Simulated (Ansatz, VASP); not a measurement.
NaI: VASP beside Ansatz

```
Na I
1.0
     0.00000    3.21468    3.21468
     3.21468    0.00000    3.21468
     3.21468    3.21468    0.00000
Na I
1 1
Direct
  0.00000 0.00000 0.00000
  0.50000 0.50000 0.50000
```

Change from the starting cell: volume scaled by 0.98, PAW files.

Alike in both runs: task electric field gradients; functional PBE; k mesh 7 × 7 × 7; occupations fermi-dirac, width 0.01 eV; no spin polarisation.

|  | VASP | Ansatz |
| --- | --- | --- |
| version | VASP 6.6.1 | Ansatz 0.2.0 |
| potentials or method | VASP PAW PBE potentials, release 64 (Na_pv, I) | PAW with Ansatz's default frozen-core files, scalar-relativistic |
| plane-wave cutoff (eV) | 520 | 420 |
| valence electrons in the cell | 14 | 26 |

|  | VASP | Ansatz | Ansatz less VASP |
| --- | --- | --- | --- |
| gap on the k mesh at the Fermi level (eV) | 3.70 | 3.70 | +0.004 |
| pressure (GPa) | 0.8 | 0.8 | -0.01 |

With one functional, cell and mesh, what is left measures potentials, basis and numerics. VASP's potentials hold 14 valence electrons a cell and Ansatz's 26, so a difference there can come from the potentials and not from the codes.

Spin-orbit coupling is off throughout.
